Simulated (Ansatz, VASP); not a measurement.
**Hf: VASP beside Ansatz**

```
Hf
1.0
    -1.80500    1.80500    1.85915
     1.80500   -1.80500    1.85915
     1.80500    1.80500   -1.85915
Hf
1
Direct
  0.00000 0.00000 0.00000
```

Change from the starting cell: zz strain of +3 %, PAW files.

Alike in both runs: task electric field gradients; functional PBEsol; k mesh 14 × 14 × 14; occupations fermi-dirac, width 0.05 eV; no spin polarisation.

|  | VASP | Ansatz |
| --- | --- | --- |
| version | VASP 6.6.1 | Ansatz 0.2.0 |
| potentials or method | VASP PAW PBE potentials, release 64 (Hf_pv) | PAW with Ansatz's default frozen-core files, scalar-relativistic |
| plane-wave cutoff (eV) | 520 | 420 |
| valence electrons in the cell | 10 | 26 |

Ansatz gave:

```
pressure (GPa)                                                : -11.1
traceless stress, the component that is largest in VASP (GPa) : 0.93
size of Vzz on the site where it differs most (V/Å²)          : 3.4
```

**Question.** Estimate VASP's values.

**Answer.** Pressure (GPa): -11.4; traceless stress, the component that is largest in VASP (GPa): 0.96; size of Vzz on the site where it differs most (V/Å²): 2.7.

VASP's potentials were made for PBE, not for PBEsol. VASP's potentials hold 10 valence electrons a cell and Ansatz's 26, so a difference there can come from the potentials and not from the codes.

Neither program's run includes spin-orbit coupling.
